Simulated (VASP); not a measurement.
A run of VASP 6.6.1 is set up as follows.

Contents of INCAR:

```
PREC = Accurate
ENCUT = 520
EDIFF = 1E-6
ISMEAR = 0
SIGMA = 0.05
LREAL = False
LASPH = True
NELM = 100
ALGO = Normal
ISIF = 2
LWAVE = False
LCHARG = True
GGA = PE
LELF = True
LVHAR = True
NBANDS = 36
```

Contents of KPOINTS:

```
regular mesh
0
Gamma
  12 12 2
```

Contents of POSCAR:

```
C
1.0
    2.4764000000      0.0000000000      0.0000000000
   -1.2382000000      2.1446253099      0.0000000000
    0.0000000000      0.0000000000     12.8952000000
C
12
Direct
    0.0000000000      0.0000000000      0.1868593266
    0.0000000000      0.0000000000      0.6868593266
    0.0000000000      0.0000000000      0.3131406734
    0.0000000000      0.0000000000      0.8131406734
    0.3333333333      0.6666666667      0.5207665411
    0.6666666667      0.3333333333      0.0207665411
    0.3333333333      0.6666666667      0.9792334589
    0.6666666667      0.3333333333      0.4792334589
    0.3333333333      0.6666666667      0.6450950823
    0.6666666667      0.3333333333      0.1450950823
    0.3333333333      0.6666666667      0.8549049177
    0.6666666667      0.3333333333      0.3549049177
```

Potentials or basis: VASP PAW PBE potentials, release 64 (C).

Command:

```sh
$ cat potpaw_PBE.64/C/POTCAR > POTCAR
$ mpirun -np 1 vasp_std > vasp.out
```

Task: What does it give for the band gap on the k mesh?

Result: 4.13 eV, direct.

Task: What does it give for the largest force?

Result: 0.073 eV/Å.

Task: Predict the pressure.

Result: 1.6 GPa.

Forces on the atoms (eV/Å):
```
C    0.000  0.000 -0.013
C    0.000  0.000 -0.013
C    0.000  0.000  0.013
C    0.000  0.000  0.013
C    0.000  0.000  0.022
C    0.000  0.000  0.022
C    0.000  0.000 -0.022
C    0.000  0.000 -0.022
C    0.000  0.000  0.073
C    0.000  0.000  0.073
C    0.000  0.000 -0.073
C    0.000  0.000 -0.073
```

A k mesh can miss the band edges. Expect the measured gap to be larger: semilocal functionals such as PBE lack the derivative discontinuity.
